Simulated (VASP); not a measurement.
Runs of VASP 6.6.1 on Ta. The structure is that of space group I4/mmm (No. 139), or close to it. The cells are those of the table. 

```tsv
cell	gap on the mesh (eV)	pressure (GPa)
a = 3.503, b = 3.255, c = 3.255 Å, 2 atoms	none	-4.3
a = 3.106, b = 3.106, c = 3.602 Å, 2 atoms	none	11.1
a = 3.106, b = 3.106, c = 3.424 Å, 2 atoms	none	23.1
a = 3.172, b = 3.172, c = 3.488 Å, 2 atoms	none	(a)
a = 3.106, b = 3.395, c = 3.395 Å, 2 atoms	none	(b)
```

Alike in all rows: task single point; level r2SCAN; potentials or basis VASP PAW PBE potentials, release 64 (Ta_pv); no spin polarisation; k mesh 16 × 16 × 16; cutoff (eV) 520; smearing gaussian 0.1 eV.

Problem. Estimate the missing entries.

Solution. (a) 7.6; (b) 3.0.

Caveats: the PAW data sets were made with another functional, which shifts forces and pressure a little; spin-orbit coupling is left out, which moves the levels of the heavy elements; the stress differs along the axes, from -9 to -2 GPa (at least some runs); the stress differs along the axes, from 1 to 16 GPa (at least some runs); the stress differs along the axes, from 14 to 28 GPa (at least some runs); the stress differs along the axes, from 1 to 11 GPa (at least some runs); the stress differs along the axes, from 1 to 8 GPa (at least some runs).

A k mesh can miss the band edges, and the runs leave out spin-orbit coupling on Ta.

A gap of «none» marks levels without a gap at the run's occupations.
